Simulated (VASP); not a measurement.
# NiO in VASP: settings compared

The runs below take NiO through single point, relaxation of cell and atoms, with PBE, revPBE+D3(BJ), RPBE+D4.

All numbers are computed with VASP 6.6.1; they aren't measurements. Logs are shortened: lines on timing, memory, paths and dates and some standing lists are left out, and cuts for length are marked.

## (1) The cell of the first run

The structure is tetragonal, space group I4/mmm (No. 139). Conventional cell: a = 2.950 Å, b = 2.950 Å, c = 4.339 Å, α = 90.00°, β = 90.00°, γ = 90.00°. Within 2.8 Å of Ni (site symmetry 4/mmm) lie 6 O at 2.09 to 2.17 Å. Within 2.8 Å of O (site symmetry 4/mmm) lie 6 Ni at 2.09 to 2.17 Å.

## (2) Single point, PBE, collinear spin, ferromagnetic start

File INCAR:

```
ALGO = Normal
EDIFF = 1E-6
ENCUT = 520
GGA = PE
ISIF = 2
ISMEAR = -1
ISPIN = 2
LASPH = True
LCHARG = True
LELF = True
LMAXMIX = 4
LORBIT = 11
LREAL = False
LVHAR = True
LWAVE = False
MAGMOM = 1 0
NBANDS = 19
NELM = 150
PREC = Accurate
SIGMA = 0.05
```

File KPOINTS:

```
k-points
0
Gamma
  9 9 9
```

File POSCAR:

```
NiO
1.0
    0.0000000000      2.0859016414      2.1693377071
    2.0859016414      0.0000000000      2.1693377071
    2.0859016414      2.0859016414      0.0000000000
Ni O
1 1
Direct
    0.0000000000      0.0000000000      0.0000000000
    0.5000000000      0.5000000000      0.5000000000
```

Potentials or basis: VASP PAW PBE potentials, release 64 (Ni, O).

Command:

```
$ cat potpaw_PBE.64/Ni/POTCAR potpaw_PBE.64/O/POTCAR > POTCAR
$ mpirun -np 1 vasp_std > vasp.out
```

OUTCAR:

```text
EDIFF = 1E-6
   ENCUT = 520
   GGA = PE
   ISIF = 2
   ISMEAR = -1
   ISPIN = 2
   LASPH = True
   LORBIT = 11
   LREAL = False
   NELM = 150
   PREC = Accurate

 ion  position               nearest neighbor table
   1  0.000  0.000  0.000-   2 2.09   2 2.09   2 2.09   2 2.09   2 2.17   2 2.17
   2  0.500  0.500  0.500-   1 2.09   1 2.09   1 2.09   1 2.09   1 2.17   1 2.17

  LATTYP: Found a body centered tetragonal cell.
 ALAT       =     2.9499103910
 C/A-ratio  =     1.4707821049

  Lattice vectors:

 A1 = (  -2.0859016414,   0.0000000000,   2.1693377071)
 A2 = (   2.0859016414,   0.0000000000,   2.1693377071)
 A3 = (   0.0000000000,   2.0859016414,  -2.1693377071)

Analysis of symmetry for initial positions (statically):
=====================================================================
 Subroutine PRICEL returns:
 Original cell was already a primitive cell.

 Routine SETGRP: Setting up the symmetry group for a
 body centered tetragonal supercell.

 Subroutine GETGRP returns: Found 16 space group operations
 (whereof 16 operations were pure point group operations)
 out of a pool of 16 trial point group operations.

The static configuration has the point symmetry D_4h.

Analysis of symmetry for dynamics (positions and initial velocities):
=====================================================================
 Subroutine PRICEL returns:
 Original cell was already a primitive cell.

 Routine SETGRP: Setting up the symmetry group for a
 body centered tetragonal supercell.

 Subroutine GETGRP returns: Found 16 space group operations
 (whereof 16 operations were pure point group operations)
 out of a pool of 16 trial point group operations.

The dynamic configuration has the point symmetry D_4h.

Analysis of structural, dynamic, and magnetic symmetry:
=====================================================================
 Subroutine PRICEL returns:
 Original cell was already a primitive cell.

 Routine SETGRP: Setting up the symmetry group for a
 body centered tetragonal supercell.

 Subroutine GETGRP returns: Found 16 space group operations
 (whereof 16 operations were pure point group operations)
 out of a pool of 16 trial point group operations.

The overall configuration has the point symmetry D_4h.

 Subroutine INISYM returns: Found 16 space group operations
 (whereof 16 operations are pure point group operations),
 and found     1 'primitive' translations

----------------------------------------------------------------------------------------

                                     Primitive cell

  volume of cell :      18.8775

  direct lattice vectors                    reciprocal lattice vectors
     0.000000000  2.085901641  2.169337707    -0.239704495  0.239704495  0.230485092
     2.085901641  0.000000000  2.169337707     0.239704495 -0.239704495  0.230485092
     2.085901641  2.085901641  0.000000000     0.239704495  0.239704495 -0.230485092

  length of vectors
     3.009486957  3.009486957  2.949910391     0.409926661  0.409926661  0.409926661

  position of ions in fractional coordinates (direct lattice)
     0.000000000  0.000000000  0.000000000
     0.500000000  0.500000000  0.500000000

  ion indices of the primitive-cell ions
   primitive index   ion index
                 1           1
                 2           2

----------------------------------------------------------------------------------------

 KPOINTS: k-points

Automatic generation of k-mesh.
 Grid dimensions read from file:
 generate k-points for:    9    9    9

 Generating k-lattice:

  Cartesian coordinates                     Fractional coordinates (reciprocal lattice)
    -0.026633833  0.026633833  0.025609455     0.111111111  0.000000000  0.000000000
     0.026633833 -0.026633833  0.025609455     0.000000000  0.111111111  0.000000000
     0.026633833  0.026633833 -0.025609455     0.000000000  0.000000000  0.111111111

  Length of vectors
     0.045547407  0.045547407  0.045547407

  Shift w.r.t. Gamma in fractional coordinates (k-lattice)
     0.000000000  0.000000000  0.000000000

 Subroutine IBZKPT returns following result:
 ===========================================

 Found     75 irreducible k-points:

 Following reciprocal coordinates:
            Coordinates               Weight
  0.000000  0.000000  0.000000      1.000000
  0.111111  0.000000  0.000000      8.000000
  0.222222  0.000000  0.000000      8.000000
  0.333333 -0.000000  0.000000      8.000000
  0.444444  0.000000  0.000000      8.000000
  0.111111  0.111111  0.000000      2.000000
[... 16 lines left out ...]
 -0.333333  0.333333  0.000000      4.000000
  0.444444  0.444444  0.000000      2.000000
 [... further k-points ...]
   k-points           NKPTS =     75   k-points in BZ     NKDIM =     75   number of bands    NBANDS=     19
   number of dos      NEDOS =    301   number of ions     NIONS =      2
   total plane-waves  NPLWV =  13824
   dimension x,y,z NGX =    24 NGY =   24 NGZ =   24
   dimension x,y,z NGXF=    48 NGYF=   48 NGZF=   48
   ions per type =               1   1
   NGX,Y,Z   is equivalent  to a cutoff of  13.26, 13.26, 13.53 a.u.
   NGXF,Y,Z  is equivalent  to a cutoff of  26.52, 26.52, 27.05 a.u.
 SYSTEM =  unknown system
   PREC   = accura    normal or accurate (medium, high low for compatibility)
   ISTART =      0    job   : 0-new  1-cont  2-samecut
   ICHARG =      2    charge: 1-file 2-atom 10-const
   ISPIN  =      2    spin polarized calculation?
   LNONCOLLINEAR =      F non collinear calculations
   LSORBIT =      F    spin-orbit coupling
   LASPH  =      T    aspherical Exc in radial PAW
   ENCUT  =  520.0 eV  38.22 Ry    6.18 a.u.   5.60  5.60  5.48*2*pi/ulx,y,z
   NELM   =    150;   NELMIN=  2; NELMDL= -5     # of ELM steps
   EDIFF  = 0.1E-05   stopping-criterion for ELM
   LREAL  =      F    real-space projection
   EDIFFG = 0.1E-04   stopping-criterion for IOM
   NSW    =      0    number of steps for IOM
   IBRION =     -1    ionic relax: 0-MD 1-quasi-New 2-CG
   NFREE  =      0    steps in history (QN), initial steepest desc. (CG)
   ISIF   =      2    stress and relaxation
   ISYM   =      2    0-nonsym 1-usesym 2-fastsym
   POTIM  = 0.5000    time-step for ionic-motion
   TEBEG  =    0.0;   TEEND  =   0.0 temperature during run
   PSTRESS=    0.0 pullay stress
   NELECT =      16.0000    total number of electrons
   NUPDOWN=      -1.0000    fix difference up-down
   EMIN   =  10.00;   EMAX   =-10.00  energy-range for DOS
   EFERMI =   0.00;   METHOD = LEGACY
   ISMEAR =    -1;   SIGMA  =   0.05  broadening in eV -4-tet -1-fermi 0-gaus
   EFERMI_NEDOS =   21; number of points for ismear=-14 and -15
   IALGO  =     38    algorithm
   IMIX   =      4    mixing-type and parameters
     AMIX     =   0.40;   BMIX     =  1.00
     AMIX_MAG =   1.60;   BMIX_MAG =  1.00
  volume/ion in A,a.u.               =       9.44        63.70
  Fermi-wavevector in a.u.,A,eV,Ry     =   1.549292  2.927737 32.658133  2.400305
  Thomas-Fermi vector in A             =   2.654120
   LORBIT       =     11    0 simple, 1 ext, 2 COOP (PROOUT), +10 PAW based schemes
   GGA     = PE    functional components
   LHFCALC =     F    Hartree Fock is set to
   AEXX    =    0.0000 exact exchange contribution
   IVDW    =     0    specifies the selected vdW correction
   LEPSILON=     F    determine dielectric tensor
   LRPA    =     F    only Hartree local field effects (RPA)
 spin polarized calculation
  energy-cutoff  :      520.00
  volume of cell :       18.88
 maximum number of plane-waves:       536
   NGX = 11   NGY = 11   NGZ = 11

 number of electron      16.0000014 magnetization       1.8006124

 Free energy of the ion-electron system (eV)
  ---------------------------------------------------
  ext. energy  EPLUGINS =         0.00000000
  ---------------------------------------------------
  free energy    TOTEN  =       -11.47755782 eV

  energy without entropy =      -11.46905131  energy(sigma->0) =      -11.47330456

 E-fermi :   7.3684     XC(G=0): -12.4686

 val. band max:        7.3409728518   @ k =  -0.2222  -0.0000   0.2222
 cond. band min:       7.4016492490   @ k =   0.2222   0.0000   0.1111
 fundamental gap:      0.0606763972
 Fermi energy:         7.3684210327

 spin component 1

 k-point     1 :       0.0000    0.0000    0.0000
  band No.  band energies     occupation
      1     -12.6562      1.00000
      2       4.2248      1.00000
      3       4.2618      1.00000
      4       4.4940      1.00000
      5       4.4940      1.00000
      6       4.6125      1.00000
[... 11 lines left out ...]
     18      32.0263      0.00000
     19      33.6363      0.00000
[... 485 lines left out ...]
 k-point    24 :       0.4444    0.4444    0.0000
  band No.  band energies     occupation
      1     -11.4226      1.00000
      2       0.7005      1.00000
      3       3.3777      1.00000
      4       3.3777      1.00000
      5       3.9724      1.00000
      6       4.5177      1.00000
[... 11 lines left out ...]
     18      39.9021      0.00000
     19      41.0437      0.00000

 [... further k-points ...]

 spin component 2

 k-point     1 :       0.0000    0.0000    0.0000
  band No.  band energies     occupation
      1     -12.1986      1.00000
      2       5.0019      1.00000
      3       5.0019      1.00000
      4       5.1737      1.00000
      5       5.4983      1.00000
      6       5.6677      1.00000
[... 11 lines left out ...]
     18      32.6339      0.00000
     19      34.2326      0.00000
[... 485 lines left out ...]
 k-point    24 :       0.4444    0.4444    0.0000
  band No.  band energies     occupation
      1     -10.8904      1.00000
      2       1.1067      1.00000
      3       3.8442      1.00000
      4       3.8442      1.00000
      5       4.7063      1.00000
      6       6.6363      1.00000
[... 11 lines left out ...]
     18      40.0275      0.00000
     19      41.4642      0.00000

 [... further k-points ...]

------------------------ aborting loop because EDIFF is reached ----------------------------------------

  FORCE on cell =-STRESS in cart. coord.  units (eV):
  Direction    XX          YY          ZZ          XY          YZ          ZX
  --------------------------------------------------------------------------------------
  -------------------------------------------------------------------------------------
  Total        0.0180438      0.0180438     -0.4068926      0.0000000      0.0000000      0.0000000
  in kB        1.5314206      1.5314206    -34.5338926      0.0000000      0.0000000      0.0000000
  external PRESSURE =     -10.4903505 kB  Pullay stress =       0.0000000 kB

 VOLUME and BASIS-vectors are now :
 -----------------------------------------------------------------------------
  energy-cutoff  :      520.00
  volume of cell :       18.88
      direct lattice vectors                 reciprocal lattice vectors
     0.000000000  2.085901641  2.169337707    -0.239704495  0.239704495  0.230485092
     2.085901641  0.000000000  2.169337707     0.239704495 -0.239704495  0.230485092
     2.085901641  2.085901641  0.000000000     0.239704495  0.239704495 -0.230485092

 POSITION                                       TOTAL-FORCE (eV/Angst)
 -----------------------------------------------------------------------------------
      0.00000      0.00000      0.00000        -0.000000      0.000000      0.000000
      2.08590      2.08590      2.16934         0.000000     -0.000000     -0.000000
 -----------------------------------------------------------------------------------
    total drift:                                0.000000     -0.000000     -0.000000

  FREE ENERGIE OF THE ION-ELECTRON SYSTEM (eV)
  ---------------------------------------------------
  free  energy   TOTEN  =       -11.4775578159 eV

  energy  without entropy=      -11.4690513119  energy(sigma->0) =      -11.47330456

 total charge

# of ion       s       p       d       tot
------------------------------------------
    1        0.323   0.381   8.221   8.925
    2        1.557   3.408   0.000   4.965
--------------------------------------------------
tot          1.880   3.789   8.221  13.889

 magnetization (x)

# of ion       s       p       d       tot
------------------------------------------
    1        0.011   0.014   1.451   1.476
    2        0.027   0.252   0.000   0.279
--------------------------------------------------
tot          0.038   0.267   1.451   1.755
```

It took 21 s on 1 thread of Intel Xeon 6975P-C (Granite Rapids), shared host; peak memory 0.17 GiB.

What came out:

* Free energy: -11.4776 eV
* Pressure: -1.0 GPa
* Net moment: 1.80 μB per cell
* Site moments: Ni +1.48; O +0.28 μB
* Valence electrons inside the program's atomic spheres: Ni 8.93; O 4.96

Caveat: a cell with one magnetic atom can't hold antiferromagnetic order, which such compounds often take; semilocal functionals often make such compounds metallic where correlation or magnetic order opens a gap, which also shifts bond lengths. With open d or f shells a metallic result of PBE can be an artefact of self-interaction; +U or a hybrid may open a gap.

## (3) Relaxation of cell and atoms, revPBE+D3(BJ), collinear spin, ferromagnetic start

This run uses another cell than the first one, of 9.08 Å³/atom.

File INCAR:

```
PREC = Accurate
ENCUT = 600
EDIFF = 1E-6
ISMEAR = -1
SIGMA = 0.05
LREAL = F
LASPH = T
NELM = 150
ALGO = Normal
ISIF = 3
LWAVE = F
LCHARG = F
ISPIN = 2
MAGMOM = 1 0
LORBIT = 11
LMAXMIX = 4
GGA = RE
IVDW = 12
IBRION = 2
NSW = 80
EDIFFG = -0.005
```

File KPOINTS:

```
Automatic mesh
0
Gamma
  11 11 11
```

File POSCAR:

```
NiO
1.0
    0.0000000000      2.0859016414      2.0859016414
    2.0859016414      0.0000000000      2.0859016414
    2.0859016414      2.0859016414      0.0000000000
Ni O
1 1
Direct
    0.0000000000      0.0000000000      0.0000000000
    0.5000000000      0.5000000000      0.5000000000
```

Potentials or basis: VASP PAW PBE potentials, release 64 (Ni, O).

Command:

```
$ cat potpaw_PBE.64/Ni/POTCAR potpaw_PBE.64/O/POTCAR > POTCAR
$ mpirun -np 1 vasp_std > vasp.out
```

Wall time 48 s (1 thread of Intel Xeon 6975P-C (Granite Rapids), shared host); peak memory 0.18 GiB.

The run converged. Its results:

* Free energy: -11.7735 eV
* Relaxed volume: 9.24 Å³/atom
* Relaxed cell: a = 2.967 Å, b = 2.967 Å, c = 2.967 Å, α = 60.00°, β = 60.00°, γ = 60.00°
* Space group after relaxing (to 0.1 Å): Fm-3m (No. 225)
* Energy gained by relaxing: 2.0 meV/atom
* Ionic steps: 9
* Pressure after relaxing: 0.1 GPa
* Net moment: 1.81 μB per cell
* Site moments: Ni +1.49; O +0.28 μB
* Valence electrons inside the program's atomic spheres: Ni 8.94; O 4.99
* Dispersion energy per atom: -0.517 eV

Step by step:
```tsv
step	energy change (eV)	largest force (eV/Å)	pressure (GPa)	volume (Å³)
1	0.0000	0.0000	4.21	18.15
2	-0.0007	0.0000	-3.50	18.78
3	-0.0041	0.0000	0.11	18.48
4	-0.0041	0.0000	-0.17	18.49
5	-0.0041	0.0000	0.17	18.46
6	-0.0041	0.0000	-0.15	18.48
7	-0.0041	0.0000	0.14	18.47
8	-0.0041	0.0000	0.13	18.47
9	-0.0041	0.0000	0.06	18.48
```

Final structure:
```
CELL_PARAMETERS angstrom
0.00000 2.09824 2.09824
2.09824 0.00000 2.09824
2.09824 2.09824 0.00000
ATOMIC_POSITIONS crystal
Ni 0.00000 0.00000 0.00000
O 0.50000 0.50000 0.50000
```

Levels at points of the mesh, in eV from the Fermi level:
Spin up:
```csv
k point,band 7,band 8,band 9,band 10,band 11,band 12
"(0.00, 0.00, 0.00)",-2.67,-2.67,-2.67,1.50,17.87,18.85
```
Spin down:
```tsv
k point	band 3	band 4	band 5	band 6	band 7	band 8	band 9	band 10	band 11	band 12
(0.00, 0.00, 0.00)	-2.37	-2.37	-1.83	-1.83	-1.83	-0.49	-0.49	1.85	17.77	19.05
```

Caveat: the PAW data sets were made with another functional, which shifts forces and pressure a little; a cell with one magnetic atom can't hold antiferromagnetic order, which such compounds often take; semilocal functionals often make such compounds metallic where correlation or magnetic order opens a gap, which also shifts bond lengths.

(Continued in part 2 of 2.)
